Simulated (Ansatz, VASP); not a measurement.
## GdRe: VASP beside Ansatz

```
CELL_PARAMETERS angstrom
3.47536 0.00000 0.00000
0.00000 3.47536 0.00000
0.00000 0.00000 3.47536
ATOMIC_POSITIONS crystal
Gd 0.00000 0.00000 0.00000
Re 0.50000 0.50000 0.50000
```

Alike in both runs: task single point; functional PBE; k mesh 8 × 8 × 8; collinear spin; Hubbard terms Gd f U = 6.0 eV.

|  | VASP | Ansatz |
| --- | --- | --- |
| version | VASP 6.6.1 | Ansatz 0.2.0 |
| potentials or method | VASP PAW PBE potentials, release 64 (Gd, Re), cutoff 520 eV | scalar-relativistic, plane waves, PAW |
| occupations | methfessel-paxton of order 1, width 0.025 eV | cold, width 0.025 eV |
| valence electrons in the cell | 25 | 33 |

VASP gave:

- gap on the k mesh at the Fermi level (eV): none
- pressure (GPa): 0.2
- net moment per atom (μB): 3.58
- size of the moment on the site where the two differ most (μB): 6.92

Problem. Which values does Ansatz return?

Solution. gap on the k mesh at the Fermi level (eV): none; pressure (GPa): -0.1; net moment per atom (μB): 3.50; size of the moment on the site where the two differ most (μB): 7.09.

Site moments also hang on the region over which each program counts them. The programs project onto different local orbitals, so the same U acts differently, and such runs can settle in different states. A gap of «none» marks a metal or a gap that the smearing closes. VASP's potentials hold 25 valence electrons a cell and Ansatz's 33, so a difference there can come from the potentials and not from the codes. Ansatz's warnings: filled band counts differ across k points, stability check not made.

Neither program's run includes spin-orbit coupling.
